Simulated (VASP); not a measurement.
Set up this calculation in VASP 6.6.1, as the native input.

```yaml
Task: single point
Functional: PBEsol
Potentials_or_basis: VASP PAW PBE potentials, release 64 (Mo_sv)
Cutoff: 520 eV
k_mesh: 8 × 8 × 11
Occupations: fermi-dirac, width 0.1 eV
Spin: no spin polarisation
Dipole_correction: no
Further_INCAR_settings: ALGO = Normal; EDIFF = 1e-07; NBANDS = 28
```

The structure of Mo lies in POSCAR:

```
Mo
1.0
    4.6204402938      0.0000000000      0.0000000000
   -2.3102201469      4.0014186711      0.0000000000
    0.0000000000      0.0000000000      2.5358507691
Mo
3
Direct
    0.0000000000      0.0000000000      0.0000000000
    0.3333333333      0.6666666667      0.5000000000
    0.6666666667      0.3333333333      0.5000000000
```

This isn't the form of Mo at room conditions, which is bcc.

These files were run (other wordings do the same):

INCAR

```
ALGO = Normal ; EDIFF = 1E-7
ENCUT = 520 ; GGA = PS
ISIF = 2 ; ISMEAR = -1
LASPH = True ; LCHARG = False
LREAL = False ; LWAVE = False
NBANDS = 28 ; NELM = 100
PREC = Accurate ; SIGMA = 0.1
```

KPOINTS

```
k-points
0
Gamma
  8 8 11
```

Potentials or basis: VASP PAW PBE potentials, release 64 (Mo_sv).

Launch:

```sh
$ cat potpaw_PBE.64/Mo_sv/POTCAR > POTCAR
$ mpirun -np 1 vasp_std > vasp.out
```

Results of the run:

The pressure is 0.6 GPa and the band gap on the k mesh is zero (bands 21 and 22 overlap by 1.38 eV).

Caveat: the PAW data sets were made with another functional, which shifts forces and pressure a little.

Wall time 100 s on 1 thread of Intel Xeon 8259CL, on a shared host, peak memory 0.2 GiB.
